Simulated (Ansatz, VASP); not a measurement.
# HfS2 in VASP and in Ansatz

File INCAR:

```
ALGO     = Normal         # electronic algorithm
DIPOL    = 0.5 0.5 0.500
EDIFF    = 1E-7           # SCF threshold, eV
EDIFFG   = -0.04          # ionic threshold
ENCUT    = 450            # plane-wave cutoff, eV
GGA      = PE             # functional
GGA_COMPAT= F            
IBRION   = 2              # ionic algorithm
IDIPOL   = 3            
ISIF     = 2              # what is computed and relaxed
ISMEAR   = 0              # smearing method
IVDW     = 12             # dispersion correction
LASPH    = T              # aspherical terms in the spheres
LCHARG   = F              # write CHGCAR
LDIPOL   = T            
LREAL    = F              # projectors in reciprocal space
LWAVE    = F              # write WAVECAR
NELM     = 120            # most SCF steps
NELMDL   = -8           
NELMIN   = 4            
NSW      = 60             # ionic steps
PREC     = Accurate       # precision mode
SIGMA    = 0.05           # smearing width, eV
```

The input KPOINTS:

```
k-points
0
Gamma
  9 9 1
```

File POSCAR:

```
HfS2
1.0
    3.6396641800      0.0000000000      0.0000000000
   -1.8198320900      3.1520416400      0.0000000000
    0.0000000000      0.0000000000     28.9143688770
S Hf
4 2
Direct
    0.6666666700      0.3333333400      0.3458488076
    0.3333333300      0.6666666600      0.4447202824
    0.6666666700      0.3333333400      0.5552797176
    0.3333333300      0.6666666600      0.6541511924
    0.0000000000      0.0000000000      0.3952845497
    0.0000000000      0.0000000000      0.6047154503
```

Input for Ansatz:

```yaml
crystal:
  lattice:
    - [3.63966418, 0.0, 0.0]
    - [-1.81983209, 3.15204164, 0.0]
    - [0.0, 0.0, 28.914368877]
  atoms:
    - { symbol: S, position: [0.66666667, 0.33333334, 0.3458488076] }
    - { symbol: Hf, position: [0.0, 0.0, 0.3952845497] }
    - { symbol: S, position: [0.33333333, 0.66666666, 0.4447202824] }
    - { symbol: S, position: [0.66666667, 0.33333334, 0.5552797176] }
    - { symbol: Hf, position: [0.0, 0.0, 0.6047154503] }
    - { symbol: S, position: [0.33333333, 0.66666666, 0.6541511924] }
basis:
  ecutwfc: 420.0
  fft_grid_basis: typed
kpoints:
  mp_grid: { grid: [9, 9, 1] }
hamiltonian:
  xc: pbe
  dispersion: d3bj
scf:
  occupations: { method: gaussian, width: 0.05 }
output:
  forces: true
  eigenvalues: true
efield:
  axis: 3
  dipole_correction: true
  ramp_width: 0.04
relax:
  adjacent_minimum: "off"
  f_tol: 0.04
  max_steps: 40
```

Alike in both runs: task relaxation of the atoms; functional PBE; dispersion D3(BJ); k mesh 9 × 9 × 1; occupations gaussian, width 0.05 eV; no spin polarisation.

|  | VASP | Ansatz |
| --- | --- | --- |
| version | VASP 6.6.1 | Ansatz 0.2.0 |
| potentials or method | VASP PAW PBE potentials, release 64 (S, Hf_pv), cutoff 450 eV | scalar-relativistic, plane waves, PAW |
| valence electrons in the cell | 44 | 76 |

Ansatz gave:

```
gap on the k mesh at the Fermi level, each at its own relaxed structure (eV) : 1.25
```

Problem. Which values does VASP return?

Solution. gap on the k mesh at the Fermi level, each at its own relaxed structure (eV): 1.27.

VASP's potentials hold 44 valence electrons a cell and Ansatz's 76, so a difference there can come from the potentials and not from the codes.

Neither program's run includes spin-orbit coupling.
